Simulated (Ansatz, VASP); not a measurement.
# SnO: VASP beside Ansatz

Contents of INCAR:

```
PREC = Accurate
ENCUT = 520
EDIFF = 1E-7
ISMEAR = 0
SIGMA = 0.05
LREAL = F
LASPH = T
NELM = 100
ALGO = Normal
ISIF = 2
LWAVE = F
LCHARG = F
GGA = CA
NBANDS = 28
```

The input KPOINTS:

```
Automatic mesh
0
Gamma
  8 6 6
```

The input POSCAR:

```
SnO
1.0
    3.6905055000      0.0000000000      0.0000000000
    0.0000000000      5.6741040000      0.0000000000
    0.0000000000      0.0000000000      4.2219700000
Sn O
2 2
Direct
    0.0000000000      0.2319090000      0.5131440000
    0.5000000000      0.7680910000      0.0131440000
    0.0000000000      0.8912500000      0.7368570000
    0.5000000000      0.1087500000      0.2368570000
```

Input for Ansatz:

```yaml
crystal:
  lattice:
    - [3.6905055, 0.0, 0.0]
    - [0.0, 5.674104, 0.0]
    - [0.0, 0.0, 4.22197]
  atoms:
    - { symbol: Sn, position: [0.0, 0.231909, 0.513144] }
    - { symbol: Sn, position: [0.5, 0.768091, 0.013144] }
    - { symbol: O, position: [0.0, 0.89125, 0.736857] }
    - { symbol: O, position: [0.5, 0.10875, 0.236857] }
basis:
  ecutwfc: 420
kpoints:
  mp_grid: { grid: [8, 6, 6] }
hamiltonian:
  xc: lda
scf:
  occupations: { method: gaussian, width: 0.05 }
output:
  forces: true
  stress: true
  eigenvalues: true
  write_density: true
  write_potential: true
  elf: true
  volumetric_format: npy
```

Change from the starting cell: strain +0.1000 x Voigt [1, 0, 0, 0, 0, 0], atoms carried along.

Alike in both runs: task single point; functional LDA; k mesh 8 × 6 × 6; occupations gaussian, width 0.05 eV; no spin polarisation.

```csv
,VASP,Ansatz
version,VASP 6.6.1,Ansatz 0.2.0
potentials or method,"VASP PAW LDA potentials, release 64 (Sn_d, O), cutoff 520 eV","scalar-relativistic, plane waves, PAW"
valence electrons in the cell,40,40
```

```csv
,VASP,Ansatz,Ansatz less VASP
gap on the k mesh at the Fermi level (eV),1.34,1.36,+0.024
least direct gap on the mesh (eV),2.14,2.16,+0.023
pressure (GPa),-10.5,-10.7,-0.16
"traceless stress, the component that is largest in VASP (GPa)",-4.40,-4.38,+0.027
rms of the force components (eV/Å),0.665,0.696,+0.0306
```

LDA's correlation is that of Perdew and Zunger in VASP and of Perdew and Wang (1992) in Ansatz. Atom by atom the forces differ by 0.033 eV/Å (rms over components).
